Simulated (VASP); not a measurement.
Runs of VASP 6.6.1 on MgO. The structure is that of space group Pm-3m (No. 221), or close to it. The cells are those of the table. 

```tsv
level	potentials or basis	cell	cutoff (eV)	smearing	second run	gap on the mesh (eV)	pressure (GPa)
r2SCAN	VASP PAW PBE potentials, release 64 (Mg, O)	a = 2.624, b = 2.624, c = 2.623 Å, angles 90.0, 90.0, 87.5°, 2 atoms	520	gaussian 0.01 eV	-	3.47	(a)
r2SCAN	VASP PAW PBE potentials, release 64 (Mg, O)	a = 2.601, b = 2.601, c = 2.618 Å, 2 atoms	520	gaussian 0.01 eV	-	(c)	1.9
r2SCAN	VASP PAW PBE potentials, release 64 (Mg_sv, O)	a = 2.624, b = 2.624, c = 2.623 Å, angles 90.0, 90.0, 87.5°, 2 atoms	660	gaussian 0.01 eV	valence_matched	3.55	-0.1
r2SCAN	VASP PAW PBE potentials, release 64 (Mg, O)	a = 2.623, b = 2.623, c = 2.774 Å, 2 atoms	520	gaussian 0.01 eV	-	2.61	-8.5
r2SCAN	VASP PAW PBE potentials, release 64 (Mg_sv, O)	a = 2.623, b = 2.623, c = 2.774 Å, 2 atoms	660	gaussian 0.01 eV	valence_matched	(d)	(b)
r2SCAN	VASP PAW PBE potentials, release 64 (Mg_sv, O)	a = 2.601, b = 2.601, c = 2.618 Å, 2 atoms	660	gaussian 0.01 eV	valence_matched	3.69	3.1
PBE	VASP PAW PBE potentials, release 64 (Mg, O)	a = 2.624, b = 2.624, c = 2.623 Å, angles 90.0, 90.0, 87.5°, 2 atoms	520	fermi-dirac 0.02 eV	-	2.64	5.7
```

Alike in all rows: task single point; no spin polarisation; k mesh 10 × 10 × 10.

Fill in the values left out.

(a) -1.0; (b) -7.9; (c) 3.61; (d) 2.70.

Caveats: the PAW data sets were made with another functional, which shifts forces and pressure a little (some runs).

A k mesh can miss the band edges.

The runs don't all hold the same shells in valence.
